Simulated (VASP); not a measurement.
# Sb (Im-3m) in VASP: notebook, part 2 of 2

VASP 6.6.1. Earlier steps stand in the parts before.

### 6 Single point, PBE+D4

INCAR reads:

```
PREC     = Accurate       # precision mode
ENCUT    = 520            # plane-wave cutoff, eV
EDIFF    = 1E-7           # SCF threshold, eV
ISMEAR   = -1             # smearing method
SIGMA    = 0.05           # smearing width, eV
LREAL    = False          # projectors in reciprocal space
LASPH    = True           # aspherical terms in the spheres
NELM     = 80             # most SCF steps
ALGO     = Normal         # electronic algorithm
ISIF     = 2              # what is computed and relaxed
LWAVE    = False          # write WAVECAR
LCHARG   = False          # write CHGCAR
GGA      = PE             # functional
IVDW     = 13             # dispersion correction
NBANDS   = 8              # bands
```

KPOINTS reads:

```
Automatic mesh
0
Gamma
  10 10 10
```

POSCAR reads:

```
Sb
1.0
   -1.8713408863      1.8713408863      1.8713408863
    1.8713408863     -1.8713408863      1.8713408863
    1.8713408863      1.8713408863     -1.8713408863
Sb
1
Direct
    0.0000000000      0.0000000000      0.0000000000
```

Potentials or basis: VASP PAW PBE potentials, release 64 (Sb).

Run with:

```
$ cat potpaw_PBE.64/Sb/POTCAR > POTCAR
$ mpirun -np 1 vasp_std > vasp.out
```

OUTCAR:

```text
PREC = Accurate
   ENCUT = 520
   EDIFF = 1E-7
   ISMEAR = -1
   LREAL = False
   LASPH = True
   NELM = 80
   ISIF = 2
   GGA = PE
   IVDW = 13

 ion  position               nearest neighbor table
   1  0.000  0.000  0.000-

  LATTYP: Found a body centered cubic cell.
 ALAT       =     3.7426817726

  Lattice vectors:

 A1 = (  -1.8713408863,   1.8713408863,   1.8713408863)
 A2 = (   1.8713408863,  -1.8713408863,   1.8713408863)
 A3 = (   1.8713408863,   1.8713408863,  -1.8713408863)

Analysis of symmetry for initial positions (statically):
=====================================================================
 Subroutine PRICEL returns:
 Original cell was already a primitive cell.

 Routine SETGRP: Setting up the symmetry group for a
 body centered cubic supercell.

 Subroutine GETGRP returns: Found 48 space group operations
 (whereof 48 operations were pure point group operations)
 out of a pool of 48 trial point group operations.

The static configuration has the point symmetry O_h .

Analysis of symmetry for dynamics (positions and initial velocities):
=====================================================================
 Subroutine PRICEL returns:
 Original cell was already a primitive cell.

 Routine SETGRP: Setting up the symmetry group for a
 body centered cubic supercell.

 Subroutine GETGRP returns: Found 48 space group operations
 (whereof 48 operations were pure point group operations)
 out of a pool of 48 trial point group operations.

The dynamic configuration has the point symmetry O_h .

 Subroutine INISYM returns: Found 48 space group operations
 (whereof 48 operations are pure point group operations),
 and found     1 'primitive' translations

----------------------------------------------------------------------------------------

[... 109 lines left out ...]
     AMIX     =   0.40;   BMIX     =  1.00
     AMIX_MAG =   1.60;   BMIX_MAG =  1.00
  volume/ion in A,a.u.               =      26.21       176.89
  Fermi-wavevector in a.u.,A,eV,Ry     =   0.942378  1.780837 12.083018  0.888077
  Thomas-Fermi vector in A             =   2.069982
   LORBIT       =      0    0 simple, 1 ext, 2 COOP (PROOUT), +10 PAW based schemes
   GGA     = PE    functional components
   LHFCALC =     F    Hartree Fock is set to
   AEXX    =    0.0000 exact exchange contribution
   IVDW    =    13    specifies the selected vdW correction
   LEPSILON=     F    determine dielectric tensor
   LRPA    =     F    only Hartree local field effects (RPA)
 non-spin polarized calculation
  energy-cutoff  :      520.00
  volume of cell :       26.21
 maximum number of plane-waves:       719
   NGX = 13   NGY = 13   NGZ = 13

 number of electron       4.9999999 magnetization

 Free energy of the ion-electron system (eV)
  ---------------------------------------------------
  ext. energy  EPLUGINS =         0.00000000
  ---------------------------------------------------
  free energy    TOTEN  =        -3.89049610 eV

  energy without entropy =       -3.88148972  energy(sigma->0) =       -3.88599291

 E-fermi :   8.7978     XC(G=0): -10.3450

 val. band max:        8.7768599045   @ k =  -0.3000   0.4000   0.1000
 cond. band min:       8.7992492474   @ k =   0.3000   0.1000   0.1000
 fundamental gap:      0.0223893429
 Fermi energy:         8.7977938997

 k-point     1 :       0.0000    0.0000    0.0000
  band No.  band energies     occupation
      1      -4.2467      2.00000
      2      14.5119      0.00000
      3      14.5119      0.00000
      4      14.5119      0.00000
      5      19.4591      0.00000
      6      19.4591      0.00000
      7      19.4591      0.00000
      8      20.6255      0.00000
[... 243 lines left out ...]
 k-point    24 :      -0.3000    0.3000    0.1000
  band No.  band energies     occupation
      1      -2.1366      2.00000
      2       7.1703      2.00000
      3      10.8359      0.00000
      4      12.2181      0.00000
      5      16.4950      0.00000
      6      17.4060      0.00000
      7      18.6202      0.00000
      8      23.8258      0.00000

 [... further k-points ...]

------------------------ aborting loop because EDIFF is reached ----------------------------------------

  DFT-D4 for vdW energy calculation

  Edisp (eV):   -0.57675

  FORCE on cell =-STRESS in cart. coord.  units (eV):
  Direction    XX          YY          ZZ          XY          YZ          ZX
  --------------------------------------------------------------------------------------
  -------------------------------------------------------------------------------------
  Total      -0.02659    -0.02659    -0.02659     0.00000    -0.00000     0.00000
  in kB      -1.62540    -1.62540    -1.62540     0.00000    -0.00000     0.00000
  external pressure =       -1.63 kB  Pullay stress =        0.00 kB

 VOLUME and BASIS-vectors are now :
 -----------------------------------------------------------------------------
  energy-cutoff  :      520.00
  volume of cell :       26.21
      direct lattice vectors                 reciprocal lattice vectors
    -1.871340886  1.871340886  1.871340886     0.000000000  0.267188092  0.267188092
     1.871340886 -1.871340886  1.871340886     0.267188092  0.000000000  0.267188092
     1.871340886  1.871340886 -1.871340886     0.267188092  0.267188092  0.000000000

 POSITION                                       TOTAL-FORCE (eV/Angst)
 -----------------------------------------------------------------------------------
      0.00000      0.00000      0.00000         0.000000     -0.000000     -0.000000
 -----------------------------------------------------------------------------------
    total drift:                                0.000000      0.000000      0.000000

  FREE ENERGIE OF THE ION-ELECTRON SYSTEM (eV)
  ---------------------------------------------------
  free  energy   TOTEN  =        -4.4672447065 eV

  energy  without entropy=       -4.4582383261  energy(sigma->0) =       -4.46274152
```

OSZICAR:

```text
N       E                     dE             d eps       ncg     rms          rms(c)
DAV:   1     0.495742013400E+01    0.49574E+01   -0.16817E+03   752   0.408E+02
DAV:   2    -0.380524917978E+01   -0.87627E+01   -0.83999E+01  1072   0.528E+01
DAV:   3    -0.389241556794E+01   -0.87166E-01   -0.86390E-01   888   0.597E+00
DAV:   4    -0.389269687485E+01   -0.28131E-03   -0.28130E-03  1160   0.408E-01
DAV:   5    -0.389269740782E+01   -0.53297E-06   -0.53245E-06   968   0.110E-02    0.182E+00
DAV:   6    -0.389120132344E+01    0.14961E-02   -0.14644E-03   920   0.208E-01    0.105E+00
DAV:   7    -0.389047593803E+01    0.72539E-03   -0.32517E-03   896   0.308E-01    0.579E-02
DAV:   8    -0.389049614012E+01   -0.20202E-04   -0.53371E-05  1016   0.549E-02    0.487E-03
DAV:   9    -0.389049662764E+01   -0.48752E-06   -0.65514E-07  1080   0.604E-03    0.110E-03
DAV:  10    -0.389049623591E+01    0.39173E-06   -0.47256E-08   984   0.126E-03    0.117E-03
DAV:  11    -0.389049606847E+01    0.16743E-06   -0.83333E-10   568   0.244E-04    0.135E-04
DAV:  12    -0.389049610394E+01   -0.35472E-07   -0.10376E-10   560   0.738E-05
   1 F= -.44672447E+01 E0= -.44627415E+01  d E =-.900638E-02
```

stdout:

```text
POSCAR found type information on POSCAR Sb
 POSCAR found :  1 types and       1 ions
 scaLAPACK will be used
 LDA part: xc-table for (Slater+PW92), standard interpolation
 POSCAR, INCAR and KPOINTS ok, starting setup
 FFT: planning ... GRIDC
 FFT: planning ... GRID_SOFT
 FFT: planning ... GRID
 WAVECAR not read
 entering main loop
```

Run time: 6.8 s. Hardware: 1 thread of Intel Xeon 8259CL, shared host; peak memory 0.14 GiB.

Results:

* Free energy: -4.4672 eV
* Pressure: -0.2 GPa
* Dispersion energy per atom: -0.577 eV

Levels at points of the mesh, in eV from the Fermi level:
```tsv
k point	band 1	band 2	band 3	band 4	band 5	band 6	band 7
(0.00, 0.00, 0.00)	-13.04	5.71	5.71	5.71	10.66	10.66	10.66
(0.50, 0.00, 0.00)	-8.84	-5.75	1.76	3.84	6.52	6.96	13.94
(0.50, 0.50, 0.50)	-5.45	-2.05	-2.05	-2.05	2.92	2.92	17.71
```

Caveat: spin-orbit coupling is left out, which moves the levels of the heavy elements; pairwise dispersion overbinds metals, which lowers pressure and volume.

### 7 The runs side by side

| level | spin | k mesh | smearing | grid for exact exchange (PRECFOCK) | screening parameter | gap on the mesh (eV) | pressure (GPa) |
| --- | --- | --- | --- | --- | --- | --- | --- |
| PBEsol | non-collinear, zero start, SOC | 10 × 10 × 10 | fermi-dirac 0.05 eV | - | - | - | 0.0 |
| HSE06 | off | 8 × 8 × 8 | fermi-dirac 0.05 eV | Normal | 0.2079 1/Å | none | -1.5 |
| PBE | off | 10 × 10 × 10 | gaussian 0.027 eV | - | - | none | 3.0 |
| PBE | off | 10 × 10 × 10 | gaussian 0.028 eV | - | - | none | 3.0 |
| PBE+D4 | off | 10 × 10 × 10 | fermi-dirac 0.05 eV | - | - | none | -0.2 |

Alike in all rows: task single point; potentials or basis VASP PAW PBE potentials, release 64 (Sb); cell as given; cutoff (eV) 520.

Every run on the cell as given and a fine mesh finds a metal. The pressure there spans -1.5 GPa (HSE06) to 3.0 GPa (PBE); a positive pressure means that this level wants a larger cell, a negative one a smaller.

Caveats: spin-orbit coupling is left out, which moves the levels of the heavy elements (some runs); the PAW data sets were made with another functional, which shifts forces and pressure a little (some runs); pairwise dispersion overbinds metals, which lowers pressure and volume (some runs).

Absolute energies hang on the potentials; compare differences alone.
